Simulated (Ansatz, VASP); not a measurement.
## Rh: VASP beside Ansatz

```xyz
2
Lattice="2.7248 0.0000 0.0000 -1.3624 2.3597 0.0000 0.0000 0.0000 4.3848" Properties=species:S:1:pos:R:3 pbc="T T T"
Rh    1.3624    0.7866    3.2886
Rh    0.0000    1.5732    1.0962
```

Alike in both runs: task relaxation of cell and atoms; functional PBE; k mesh 18 × 18 × 10; occupations fermi-dirac, width 0.15 eV; no spin polarisation.

```csv
,VASP,Ansatz
version,VASP 6.6.1,Ansatz 0.2.0
potentials or method,"VASP PAW PBE potentials, release 64 (Rh_pv), cutoff 600 eV","scalar-relativistic, plane waves, PAW"
valence electrons in the cell,30,34
```

|  | VASP | Ansatz | Ansatz less VASP |
| --- | --- | --- | --- |
| gap on the k mesh at the Fermi level, each at its own relaxed structure (eV) | none | none | - |
| relaxed volume (Å³/atom) | 14.16 | 14.16 | +0.005 |
| relaxed cell length with the largest relative difference (Å) | 2.728 | 2.729 | +0.0004 |

A gap of «none» marks a metal or a gap that the smearing closes. VASP's potentials hold 30 valence electrons a cell and Ansatz's 34, so a difference there can come from the potentials and not from the codes.
